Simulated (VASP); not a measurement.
Runs of VASP 6.6.1 on BaHfO3. The structure is that of space group Pm-3m (No. 221), or close to it. The cells are those of the table. 

```csv
level,cell,smearing,gap on the mesh (eV),pressure (GPa)
PBE,"a = 4.177 Å, 5 atoms",fermi-dirac 0.02 eV,(b),2.8
r2SCAN,"a = 4.135, b = 4.177, c = 4.177 Å, 5 atoms",gaussian 0.01 eV,(a),1.1
PBE,"a = 4.177, b = 4.177, c = 4.302 Å, 5 atoms",fermi-dirac 0.02 eV,3.44,-1.7
r2SCAN,"a = 4.261 Å, 5 atoms",gaussian 0.01 eV,3.97,-9.7
r2SCAN,"a = 4.177, b = 4.177, c = 4.302 Å, 5 atoms",gaussian 0.01 eV,3.96,-5.3
PBE,"a = 4.135, b = 4.177, c = 4.177 Å, 5 atoms",fermi-dirac 0.02 eV,3.55,4.6
r2SCAN,"a = 4.177 Å, 5 atoms",gaussian 0.01 eV,4.11,-0.7
```

Alike in all rows: task single point; potentials or basis VASP PAW PBE potentials, release 64 (Ba_sv, Hf_pv, O); no spin polarisation; k mesh 6 × 6 × 6; cutoff (eV) 520.

Fill in the values left out.

(a) 4.09; (b) 3.58.

Caveats: spin-orbit coupling is left out, which moves the levels of the heavy elements; the PAW data sets were made with another functional, which shifts forces and pressure a little (at least some runs); the stress differs along the axes, from -6 to 0 GPa (at least some runs); the cell stands under tension (at least some runs); the stress differs along the axes, from -9 to -3 GPa (at least some runs); the cell stands under pressure (at least some runs).

A k mesh can miss the band edges, and the runs leave out spin-orbit coupling on Ba, Hf.
